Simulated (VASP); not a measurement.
Ta, 2 atoms in the cell. Symmetry: I4_1/amd, No. 141, tetragonal system. Conventional cell: a = 4.796 Å, b = 4.796 Å, c = 2.602 Å, α = 90.00°, β = 90.00°, γ = 90.00°. Within 3.3 Å of Ta (site symmetry -4m2) lie 10 Ta at 2.48 to 3.09 Å. 

| Item | Value |
| --- | --- |
| Program | VASP 6.6.1 |
| Task | single point |
| Functional | PBE |
| Potentials or basis | VASP PAW PBE potentials, release 64 (Ta_pv) |
| Cutoff | 520 eV |
| k mesh | 17 × 17 × 17 |
| Occupations | fermi-dirac, width 0.1 eV |
| Spin | no spin polarisation |
| Dipole correction | no |
| Further INCAR settings | ALGO = Normal; EDIFF = 1e-06; NBANDS = 18 |

Potentials or basis: VASP PAW PBE potentials, release 64 (Ta_pv).

The run is started by

```bash
$ cat potpaw_PBE.64/Ta_pv/POTCAR > POTCAR
$ mpirun -np 1 vasp_std > vasp.out
```

Hardware: 1 thread of AMD EPYC 7R13 (shared host).

**Question.** How long does it take, and how much memory?

**Answer.** Wall time 5.1 min on 1 thread of AMD EPYC 7R13 (shared host), peak memory 0.27 GiB. Counts: scf iterations 11, k points 405.
